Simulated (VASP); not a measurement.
# Ta2N (P-31m) in VASP: a series of runs

Runs on Ta2N. Level: LDA. Tasks: single point.

All numbers are computed with VASP 6.6.1; they aren't measurements. Logs are shortened: lines on timing, memory, paths and dates and some standing lists are left out, and cuts for length are marked.

### 1 The cell of the first run

Symmetry: P-31m, No. 162, trigonal system. The conventional cell has a = 5.232 Å, b = 5.232 Å, c = 4.877 Å, α = 90.00°, β = 90.00°, γ = 120.00°. Within 2.8 Å of Ta (site symmetry m) lie 3 N at 2.12 to 2.14 Å. Within 2.8 Å of N (site symmetry 32) lie 6 Ta at 2.14 Å. Within 2.8 Å of N (site symmetry -3m) lie 6 Ta at 2.12 Å.

### 2 Single point, LDA

INCAR

```
PREC = Accurate ; ENCUT = 520
EDIFF = 1E-6 ; ISMEAR = 0
SIGMA = 0.1 ; LREAL = F
LASPH = T ; NELM = 100
ALGO = Normal ; ISIF = 2
LWAVE = F ; LCHARG = F
NBANDS = 50
```

KPOINTS

```
Automatic mesh
0
Gamma
  6 6 4
```

POSCAR

```
Ta2N
1.0
    5.2324061818      0.0000000029      0.0000000000
   -2.6162030934      4.5313966750      0.0000000000
    0.0000000000      0.0000000000      4.8768005230
Ta N
6 3
Direct
    0.6667523936      0.6667523936      0.7528099516
    0.0000000000      0.3332476064      0.7528099516
    0.3332476064      0.0000000000      0.7528099516
    0.3332476064      0.3332476064      0.2471900484
    0.0000000000      0.6667523936      0.2471900484
    0.6667523936      0.0000000000      0.2471900484
    0.6666666667      0.3333333333      0.5000000000
    0.3333333333      0.6666666667      0.5000000000
    0.0000000000      0.0000000000      0.0000000000
```

Potentials or basis: VASP PAW LDA potentials, release 64 (Ta_pv, N).

The run is started by

```bash
$ cat potpaw_LDA.64/Ta_pv/POTCAR potpaw_LDA.64/N/POTCAR > POTCAR
$ mpirun -np 1 vasp_std > vasp.out
```

OUTCAR:

```text
PREC = Accurate
   ENCUT = 520
   EDIFF = 1E-6
   ISMEAR = 0
   LREAL = F
   LASPH = T
   NELM = 100
   ISIF = 2

 ion  position               nearest neighbor table
   1  0.667  0.667  0.753-   9 2.12   8 2.14   7 2.14   5 2.98   6 2.98   4 2.98   5 3.02   6 3.02
                             3 3.02   2 3.02   4 3.02   3 3.02   2 3.02   2 3.02   3 3.02
   2  0.000  0.333  0.753-   9 2.12   7 2.14   8 2.14   4 2.98   6 2.98   5 2.98   4 3.02   6 3.02
                             3 3.02   1 3.02   5 3.02   1 3.02   3 3.02   1 3.02   3 3.02
   3  0.333  0.000  0.753-   9 2.12   8 2.14   7 2.14   4 2.98   5 2.98   6 2.98   4 3.02   5 3.02
                             2 3.02   1 3.02   6 3.02   1 3.02   2 3.02   2 3.02   1 3.02
   4  0.333  0.333  0.247-   9 2.12   7 2.14   8 2.14   2 2.98   3 2.98   1 2.98   2 3.02   3 3.02
                             6 3.02   5 3.02   1 3.02   6 3.02   5 3.02   5 3.02   6 3.02
   5  0.000  0.667  0.247-   9 2.12   8 2.14   7 2.14   1 2.98   3 2.98   2 2.98   1 3.02   3 3.02
                             6 3.02   4 3.02   2 3.02   4 3.02   6 3.02   4 3.02   6 3.02
   6  0.667  0.000  0.247-   9 2.12   7 2.14   8 2.14   1 2.98   2 2.98   3 2.98   1 3.02   2 3.02
                             5 3.02   4 3.02   3 3.02   4 3.02   5 3.02   5 3.02   4 3.02
   7  0.667  0.333  0.500-   2 2.14   6 2.14   3 2.14   5 2.14   4 2.14   1 2.14
   8  0.333  0.667  0.500-   5 2.14   3 2.14   6 2.14   2 2.14   1 2.14   4 2.14
   9  0.000  0.000  0.000-   3 2.12   6 2.12   5 2.12   2 2.12   1 2.12   4 2.12

  LATTYP: Found a hexagonal cell.
 ALAT       =     5.2324061818
 C/A-ratio  =     0.9320378338

  Lattice vectors:

 A1 = (   5.2324061818,   0.0000000029,   0.0000000000)
 A2 = (  -2.6162030934,   4.5313966750,   0.0000000000)
 A3 = (   0.0000000000,   0.0000000000,   4.8768005230)

Analysis of symmetry for initial positions (statically):
=====================================================================
 Subroutine PRICEL returns:
 Original cell was already a primitive cell.

 Routine SETGRP: Setting up the symmetry group for a
 hexagonal supercell.

 Subroutine GETGRP returns: Found 12 space group operations
 (whereof 12 operations were pure point group operations)
 out of a pool of 24 trial point group operations.

The static configuration has the point symmetry D_3d.

Analysis of symmetry for dynamics (positions and initial velocities):
=====================================================================
 Subroutine PRICEL returns:
 Original cell was already a primitive cell.

 Routine SETGRP: Setting up the symmetry group for a
 hexagonal supercell.

 Subroutine GETGRP returns: Found 12 space group operations
 (whereof 12 operations were pure point group operations)
 out of a pool of 24 trial point group operations.

The dynamic configuration has the point symmetry D_3d.

 Subroutine INISYM returns: Found 12 space group operations
 (whereof 12 operations are pure point group operations),
 and found     1 'primitive' translations

----------------------------------------------------------------------------------------

                                     Primitive cell

  volume of cell :     115.6295

  direct lattice vectors                    reciprocal lattice vectors
     5.232406182  0.000000003  0.000000000     0.191116661  0.110341256  0.000000000
    -2.616203093  4.531396675  0.000000000    -0.000000000  0.220682512  0.000000000
     0.000000000  0.000000000  4.876800523     0.000000000  0.000000000  0.205052471

  length of vectors
     5.232406182  5.232406182  4.876800523     0.220682512  0.220682512  0.205052471

  position of ions in fractional coordinates (direct lattice)
     0.666752394  0.666752394  0.752809952
     0.000000000  0.333247606  0.752809952
     0.333247606  0.000000000  0.752809952
     0.333247606  0.333247606  0.247190048
     0.000000000  0.666752394  0.247190048
     0.666752394  0.000000000  0.247190048
     0.666666667  0.333333333  0.500000000
     0.333333333  0.666666667  0.500000000
     0.000000000  0.000000000  0.000000000

  ion indices of the primitive-cell ions
   primitive index   ion index
                 1           1
                 2           2
                 3           3
                 4           4
                 5           5
                 6           6
                 7           7
                 8           8
                 9           9

----------------------------------------------------------------------------------------

 KPOINTS: Automatic mesh

Automatic generation of k-mesh.
 Grid dimensions read from file:
 generate k-points for:    6    6    4

 Generating k-lattice:

  Cartesian coordinates                     Fractional coordinates (reciprocal lattice)
     0.031852777  0.018390209  0.000000000     0.166666667  0.000000000  0.000000000
    -0.000000000  0.036780419  0.000000000     0.000000000  0.166666667  0.000000000
     0.000000000  0.000000000  0.051263118     0.000000000  0.000000000  0.250000000

  Length of vectors
     0.036780419  0.036780419  0.051263118

  Shift w.r.t. Gamma in fractional coordinates (k-lattice)
     0.000000000  0.000000000  0.000000000

 Subroutine IBZKPT returns following result:
 ===========================================

 Found     24 irreducible k-points:

 Following reciprocal coordinates:
            Coordinates               Weight
  0.000000  0.000000  0.000000      1.000000
  0.166667  0.000000  0.000000      6.000000
  0.333333 -0.000000  0.000000      6.000000
  0.500000  0.000000  0.000000      3.000000
  0.166667  0.166667  0.000000      6.000000
  0.333333  0.166667  0.000000     12.000000
[... 16 lines left out ...]
  0.333333  0.166667  0.500000     12.000000
  0.333333  0.333333  0.500000      2.000000
   k-points           NKPTS =     24   k-points in BZ     NKDIM =     24   number of bands    NBANDS=     50
   number of dos      NEDOS =    301   number of ions     NIONS =      9
   total plane-waves  NPLWV =  57600
   dimension x,y,z NGX =    40 NGY =   40 NGZ =   36
   dimension x,y,z NGXF=    80 NGYF=   80 NGZF=   72
   ions per type =               6   3
   NGX,Y,Z   is equivalent  to a cutoff of  12.71, 12.71, 12.27 a.u.
   NGXF,Y,Z  is equivalent  to a cutoff of  25.42, 25.42, 24.54 a.u.
 SYSTEM =  unknown system
   PREC   = accura    normal or accurate (medium, high low for compatibility)
   ISTART =      0    job   : 0-new  1-cont  2-samecut
   ICHARG =      2    charge: 1-file 2-atom 10-const
   ISPIN  =      1    spin polarized calculation?
   LNONCOLLINEAR =      F non collinear calculations
   LSORBIT =      F    spin-orbit coupling
   LASPH  =      T    aspherical Exc in radial PAW
   ENCUT  =  520.0 eV  38.22 Ry    6.18 a.u.   9.73  9.73  9.07*2*pi/ulx,y,z
   NELM   =    100;   NELMIN=  2; NELMDL= -5     # of ELM steps
   EDIFF  = 0.1E-05   stopping-criterion for ELM
   LREAL  =      F    real-space projection
   EDIFFG = 0.1E-04   stopping-criterion for IOM
   NSW    =      0    number of steps for IOM
   IBRION =     -1    ionic relax: 0-MD 1-quasi-New 2-CG
   NFREE  =      0    steps in history (QN), initial steepest desc. (CG)
   ISIF   =      2    stress and relaxation
   ISYM   =      2    0-nonsym 1-usesym 2-fastsym
   POTIM  = 0.5000    time-step for ionic-motion
   TEBEG  =    0.0;   TEEND  =   0.0 temperature during run
   PSTRESS=    0.0 pullay stress
   NELECT =      81.0000    total number of electrons
   NUPDOWN=      -1.0000    fix difference up-down
   EMIN   =  10.00;   EMAX   =-10.00  energy-range for DOS
   EFERMI =   0.00;   METHOD = LEGACY
   ISMEAR =     0;   SIGMA  =   0.10  broadening in eV -4-tet -1-fermi 0-gaus
   EFERMI_NEDOS =   21; number of points for ismear=-14 and -15
   IALGO  =     38    algorithm
   IMIX   =      4    mixing-type and parameters
     AMIX     =   0.40;   BMIX     =  1.00
     AMIX_MAG =   1.60;   BMIX_MAG =  1.00
  volume/ion in A,a.u.               =      12.85        86.70
  Fermi-wavevector in a.u.,A,eV,Ry     =   1.453942  2.747551 28.761988  2.113946
  Thomas-Fermi vector in A             =   2.571150
   LORBIT       =      0    0 simple, 1 ext, 2 COOP (PROOUT), +10 PAW based schemes
   GGA     = CA    functional components
   LHFCALC =     F    Hartree Fock is set to
   AEXX    =    0.0000 exact exchange contribution
   IVDW    =     0    specifies the selected vdW correction
   LEPSILON=     F    determine dielectric tensor
   LRPA    =     F    only Hartree local field effects (RPA)
 non-spin polarized calculation
 Gauss-broadening in eV      SIGMA  =   0.10
  energy-cutoff  :      520.00
  volume of cell :      115.63
 maximum number of plane-waves:      3175
   NGX = 19   NGY = 19   NGZ = 19

 number of electron      81.0000007 magnetization

 Free energy of the ion-electron system (eV)
  ---------------------------------------------------
  ext. energy  EPLUGINS =         0.00000000
  ---------------------------------------------------
  free energy    TOTEN  =      -114.12877605 eV

  energy without entropy =     -114.11668661  energy(sigma->0) =     -114.12273133

 E-fermi :   7.6705     XC(G=0): -13.3477

 val. band max:        7.6629524000   @ k =   0.1667   0.1667   0.0000
 cond. band min:       7.6841306454   @ k =   0.5000   0.0000   0.5000
 fundamental gap:      0.0211782453
 Fermi energy:         7.6705131362

 k-point     1 :       0.0000    0.0000    0.0000
  band No.  band energies     occupation
      1     -27.8814      2.00000
      2     -27.4412      2.00000
      3     -27.2489      2.00000
      4     -27.2489      2.00000
      5     -27.2314      2.00000
      6     -27.2314      2.00000
[... 42 lines left out ...]
     49      10.9527      0.00000
     50      11.4066      0.00000

 k-point     2 :       0.1667    0.0000    0.0000
  band No.  band energies     occupation
      1     -27.8511      2.00000
      2     -27.4731      2.00000
      3     -27.3193      2.00000
      4     -27.3046      2.00000
      5     -27.2637      2.00000
      6     -27.1790      2.00000
[... 1158 lines left out ...]
 k-point    24 :       0.3333    0.3333    0.5000
  band No.  band energies     occupation
      1     -27.6684      2.00000
      2     -27.5822      2.00000
      3     -27.5822      2.00000
      4     -27.3042      2.00000
      5     -27.3042      2.00000
      6     -27.1906      2.00000
[... 42 lines left out ...]
     49      10.7559      0.00000
     50      10.7563      0.00000

------------------------ aborting loop because EDIFF is reached ----------------------------------------

  FORCE on cell =-STRESS in cart. coord.  units (eV):
  Direction    XX          YY          ZZ          XY          YZ          ZX
  --------------------------------------------------------------------------------------
  -------------------------------------------------------------------------------------
  Total        1.1112571      1.1112571      1.0801498      0.0000000      0.0000000      0.0000000
  in kB       15.3977273     15.3977273     14.9666998      0.0000000      0.0000000      0.0000000
  external PRESSURE =      15.2540514 kB  Pullay stress =       0.0000000 kB

 VOLUME and BASIS-vectors are now :
 -----------------------------------------------------------------------------
  energy-cutoff  :      520.00
  volume of cell :      115.63
      direct lattice vectors                 reciprocal lattice vectors
     5.232406182  0.000000003  0.000000000     0.191116661  0.110341256  0.000000000
    -2.616203093  4.531396675  0.000000000    -0.000000000  0.220682512  0.000000000
     0.000000000  0.000000000  4.876800523     0.000000000  0.000000000  0.205052471

 POSITION                                       TOTAL-FORCE (eV/Angst)
 -----------------------------------------------------------------------------------
      1.74436      3.02132      3.67130         0.006165      0.010679      0.023723
     -0.87184      1.51008      3.67130         0.006165     -0.010679      0.023723
      1.74369      0.00000      3.67130        -0.012331     -0.000000      0.023723
      0.87184      1.51008      1.20550        -0.006165     -0.010679     -0.023723
     -1.74436      3.02132      1.20550        -0.006165      0.010679     -0.023723
      3.48872      0.00000      1.20550         0.012331      0.000000     -0.023723
      2.61620      1.51047      2.43840         0.000000      0.000000     -0.000000
     -0.00000      3.02093      2.43840         0.000000      0.000000     -0.000000
      0.00000      0.00000      0.00000         0.000000      0.000000     -0.000000
 -----------------------------------------------------------------------------------
    total drift:                                0.000000     -0.000000      0.000000

  FREE ENERGIE OF THE ION-ELECTRON SYSTEM (eV)
  ---------------------------------------------------
  free  energy   TOTEN  =      -114.1287760459 eV

  energy  without entropy=     -114.1166866147  energy(sigma->0) =     -114.12273133
```

It took 3.5 min on 1 thread of Intel Xeon 8259CL, shared host; peak memory 0.25 GiB.

What came out:

- Free energy: -114.1288 eV
- Pressure: 1.5 GPa
- Largest force: 0.027 eV/Å
- Band gap on the k mesh: zero (an odd number of electrons rules out a gap without spin polarisation)

Forces in eV/Å, atoms in the order of the input:
```
Ta   0.006  0.011  0.024
Ta   0.006 -0.011  0.024
Ta  -0.012  0.000  0.024
Ta  -0.006 -0.011 -0.024
Ta  -0.006  0.011 -0.024
Ta   0.012  0.000 -0.024
N    0.000  0.000  0.000
N    0.000  0.000  0.000
N    0.000  0.000  0.000
```

Caveat: spin-orbit coupling is left out, which moves the levels of the heavy elements.

### 3 Single point, LDA

This run uses another cell than the first one, of 13.33 Å³/atom.

INCAR

```
SYSTEM = Ta2N
ALGO = Normal
EDIFF = 1E-7
ENCUT = 520
GGA = CA
ISIF = 2
ISMEAR = 0
LASPH = .True.
LCHARG = .True.
LELF = .True.
LREAL = .False.
LVHAR = .True.
LWAVE = .False.
NBANDS = 50
NELM = 80
PREC = Accurate
SIGMA = 0.1
```

KPOINTS

```
k-points
0
Gamma
  6 6 4
  0 0 0
```

POSCAR

```
Ta2N
1.0
    5.2965720500      0.0000000000      0.0000000000
   -2.6482860300      4.5869659500      0.0000000000
    0.0000000000      0.0000000000      4.9391825700
Ta N
6 3
Direct
    0.6663616800      0.6663616800      0.7536182600
    0.0000000000      0.3336383200      0.7536182600
    0.3336383200      0.0000000000      0.7536182600
    0.3336383200      0.3336383200      0.2463817400
    0.0000000000      0.6663616800      0.2463817400
    0.6663616800      0.0000000000      0.2463817400
    0.6666666700      0.3333333300      0.5000000000
    0.3333333300      0.6666666700      0.5000000000
    0.0000000000      0.0000000000      0.0000000000
```

Potentials or basis: VASP PAW LDA potentials, release 64 (Ta_pv, N).

The run is started by

```bash
$ cat potpaw_LDA.64/Ta_pv/POTCAR potpaw_LDA.64/N/POTCAR > POTCAR
$ mpirun -np 1 vasp_std > vasp.out
```

OUTCAR:

```text
SYSTEM = Ta2N
   EDIFF = 1E-7
   ENCUT = 520
   GGA = CA
   ISIF = 2
   ISMEAR = 0
   LASPH = .True.
   LREAL = .False.
   NELM = 80
   PREC = Accurate

 ion  position               nearest neighbor table
   1  0.666  0.666  0.754-   9 2.15   8 2.16   7 2.16   4 3.00   5 3.01   6 3.01   2 3.06   3 3.06
                             2 3.06   3 3.06   3 3.06   2 3.06   4 3.06   5 3.07   6 3.07
   2  0.000  0.334  0.754-   9 2.15   7 2.16   8 2.16   5 3.00   6 3.01   4 3.01   3 3.06   1 3.06
                             3 3.06   1 3.06   1 3.06   3 3.06   5 3.06   6 3.07   4 3.07
   3  0.334  0.000  0.754-   9 2.15   8 2.16   7 2.16   6 3.00   5 3.01   4 3.01   2 3.06   2 3.06
                             1 3.06   1 3.06   1 3.06   2 3.06   6 3.06   5 3.07   4 3.07
   4  0.334  0.334  0.246-   9 2.15   7 2.16   8 2.16   1 3.00   2 3.01   3 3.01   5 3.06   6 3.06
                             5 3.06   6 3.06   6 3.06   5 3.06   1 3.06   2 3.07   3 3.07
   5  0.000  0.666  0.246-   9 2.15   8 2.16   7 2.16   2 3.00   3 3.01   1 3.01   6 3.06   4 3.06
                             6 3.06   4 3.06   4 3.06   6 3.06   2 3.06   3 3.07   1 3.07
   6  0.666  0.000  0.246-   9 2.15   7 2.16   8 2.16   3 3.00   2 3.01   1 3.01   5 3.06   5 3.06
                             4 3.06   4 3.06   4 3.06   5 3.06   3 3.06   2 3.07   1 3.07
   7  0.667  0.333  0.500-   2 2.16   6 2.16   5 2.16   3 2.16   4 2.16   1 2.16
[... 1480 lines left out ...]

  FORCE on cell =-STRESS in cart. coord.  units (eV):
  Direction    XX          YY          ZZ          XY          YZ          ZX
  --------------------------------------------------------------------------------------
  -------------------------------------------------------------------------------------
  Total       -7.1707529     -7.1707529     -7.4513854      0.0000000      0.0000000     -0.0000000
  in kB      -95.7414183    -95.7414184    -99.4883275      0.0000001      0.0000000     -0.0000000
  external PRESSURE =     -96.9903880 kB  Pullay stress =       0.0000000 kB

 VOLUME and BASIS-vectors are now :
 -----------------------------------------------------------------------------
  energy-cutoff  :      520.00
  volume of cell :      120.00
      direct lattice vectors                 reciprocal lattice vectors
     5.296572050  0.000000000  0.000000000     0.188801359  0.109004515  0.000000000
    -2.648286030  4.586965950  0.000000000     0.000000000  0.218009031  0.000000000
     0.000000000  0.000000000  4.939182570     0.000000000  0.000000000  0.202462652

 POSITION                                       TOTAL-FORCE (eV/Angst)
 -----------------------------------------------------------------------------------
      1.76472      3.05658      3.72226         0.019181      0.033222     -0.138312
     -0.88357      1.53039      3.72226         0.019181     -0.033222     -0.138312
      1.76714      0.00000      3.72226        -0.038361      0.000000     -0.138312
      0.88357      1.53039      1.21692        -0.019181     -0.033222      0.138312
     -1.76472      3.05658      1.21692        -0.019181      0.033222      0.138312
      3.52943      0.00000      1.21692         0.038361     -0.000000      0.138312
      2.64829      1.52899      2.46959        -0.000000      0.000000      0.000000
     -0.00000      3.05798      2.46959        -0.000000      0.000000      0.000000
      0.00000      0.00000      0.00000        -0.000000      0.000000      0.000000
 -----------------------------------------------------------------------------------
    total drift:                                0.000000      0.000000     -0.000000

  FREE ENERGIE OF THE ION-ELECTRON SYSTEM (eV)
  ---------------------------------------------------
  free  energy   TOTEN  =      -114.0129436136 eV

  energy  without entropy=     -114.0011439319  energy(sigma->0) =     -114.00704377
```

stdout:

```text
POSCAR found type information on POSCAR TaN
 POSCAR found :  2 types and       9 ions
 scaLAPACK will be used
 LDA part: xc-table for (Slater(with rela. corr.)+CA(PZ))
 , standard interpolation
 POSCAR, INCAR and KPOINTS ok, starting setup
 FFT: planning ... GRIDC
 FFT: planning ... GRID_SOFT
 FFT: planning ... GRID
 WAVECAR not read
 entering main loop
```

It took 4 min on 1 thread of Intel Xeon 8259CL, shared host; peak memory 0.26 GiB.

Results:

- Free energy: -114.0129 eV
- Pressure: -9.7 GPa
- Largest force: 0.144 eV/Å
- Band gap on the k mesh: zero (an odd number of electrons rules out a gap without spin polarisation)

Forces in eV/Å, atoms in the order of the input:
```
Ta   0.019  0.033 -0.138
Ta   0.019 -0.033 -0.138
Ta  -0.038  0.000 -0.138
Ta  -0.019 -0.033  0.138
Ta  -0.019  0.033  0.138
Ta   0.038  0.000  0.138
N    0.000  0.000  0.000
N    0.000  0.000  0.000
N    0.000  0.000  0.000
```

Caveat: the cell stands under tension; spin-orbit coupling is left out, which moves the levels of the heavy elements.

The gap in the log of VASP goes by the Fermi energy; the results here count the filled bands.